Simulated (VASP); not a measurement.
Runs of VASP 6.6.1 on BN. The structure is that of space group P6_3/mmc (No. 194), or close to it. The cells are those of the table. 

```tsv
cell	gap on the mesh (eV)	pressure (GPa)
a = 2.545, b = 2.545, c = 6.805 Å, angles 90.0, 90.0, 120.0°, 4 atoms	4.04	(c)
a = 2.506, b = 2.506, c = 6.865 Å, angles 90.0, 90.0, 120.0°, 4 atoms	4.12	(b)
a = 2.504, b = 2.504, c = 7.028 Å, angles 90.0, 90.0, 120.0°, 4 atoms	4.16	-4.4
a = 2.586, b = 2.586, c = 6.590 Å, angles 90.0, 90.0, 120.0°, 4 atoms	3.88	-24.1
a = 2.464, b = 2.464, c = 7.257 Å, angles 90.0, 90.0, 120.0°, 4 atoms	4.29	6.8
a = 2.502, b = 2.502, c = 7.193 Å, angles 90.0, 90.0, 120.0°, 4 atoms	4.20	-3.8
a = 2.588, b = 2.588, c = 6.437 Å, angles 90.0, 90.0, 120.0°, 4 atoms	3.83	-24.8
a = 2.466, b = 2.466, c = 7.089 Å, angles 90.0, 90.0, 120.0°, 4 atoms	(a)	6.6
```

Alike in all rows: task single point; level LDA; potentials or basis VASP PAW LDA potentials, release 64 (B, N); no spin polarisation; k mesh 12 × 12 × 4; cutoff (eV) 520; smearing gaussian 0.05 eV.

Estimate the missing entries.

(a) 4.25; (b) -4.8; (c) -14.6.

Caveats: the cell stands under tension (at least some runs); the cell stands under pressure (at least some runs).

A k mesh can miss the band edges.
